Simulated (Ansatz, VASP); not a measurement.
## SiO2 in VASP and in Ansatz

The input INCAR:

```
ALGO = Normal
EDIFF = 1E-8
ENCUT = 520
GGA = PE
ISIF = 2
ISMEAR = -1
LASPH = True
LCHARG = False
LEFG = True
LREAL = False
LWAVE = False
NBANDS = 25
NELM = 100
PREC = Accurate
SIGMA = 0.03
```

KPOINTS

```
k-points
0
Gamma
  7 7 7
```

File POSCAR:

```
SiO2
1.0
   -2.3897726436      2.3897726436      3.7687954246
    2.3897726436     -2.3897726436      3.7687954246
    2.3897726436      2.3897726436     -3.7687954246
Si O
2 4
Direct
    0.0000000000      0.0000000000      0.0000000000
    0.7500000000      0.2500000000      0.5000000000
    0.9983800000      0.6250000000      0.8733800000
    0.3750000000      0.2483800000      0.3733800000
    0.7516200000      0.1250000000      0.1266200000
    0.8750000000      0.0016200000      0.6266200000
```

Input for Ansatz:

```yaml
crystal:
  lattice:
    - [-2.3897726436, 2.3897726436, 3.7687954246]
    - [2.3897726436, -2.3897726436, 3.7687954246]
    - [2.3897726436, 2.3897726436, -3.7687954246]
  atoms:
    - { symbol: Si, position: [0.0, 0.0, 0.0] }
    - { symbol: Si, position: [0.75, 0.25, 0.5] }
    - { symbol: O, position: [0.99838, 0.625, 0.87338] }
    - { symbol: O, position: [0.375, 0.24838, 0.37338] }
    - { symbol: O, position: [0.75162, 0.125, 0.12662] }
    - { symbol: O, position: [0.875, 0.00162, 0.62662] }
kpoints:
  mp_grid: { grid: [7, 7, 7] }
scf:
  occupations: { method: fermi_dirac, width: 0.03 }
hamiltonian:
  xc: pbe
  pseudopotentials: { kind: all_electron, datasets: crystal }
output:
  forces: true
  stress: true
  eigenvalues: true
  efg: { contact_densities: true }
```

Change from the starting cell: volume scaled by 1.02, crystal datasets.

Alike in both runs: task electric field gradients; functional PBE; k mesh 7 × 7 × 7; occupations fermi-dirac, width 0.03 eV; no spin polarisation.

|  | VASP | Ansatz |
| --- | --- | --- |
| version | VASP 6.6.1 | Ansatz 0.2.0 |
| potentials or method | VASP PAW PBE potentials, release 64 (Si, O), cutoff 520 eV | all-electron PAW with datasets made for the crystal, scalar-relativistic |

```tsv
	VASP	Ansatz	Ansatz less VASP
gap on the k mesh at the Fermi level (eV)	5.90	5.91	+0.010
pressure (GPa)	0.3	0.2	-0.15
traceless stress, the component that is largest in VASP (GPa)	-1.32	-1.38	-0.058
rms of the force components (eV/Å)	0.055	0.055	+0.0006
size of Vzz on the site where it differs most (V/Å²)	88.7	89.8	+1.18
```

Atom by atom the forces differ by 0.001 eV/Å (rms over components). Ansatz ran all-electron here, and VASP with PAW potentials.
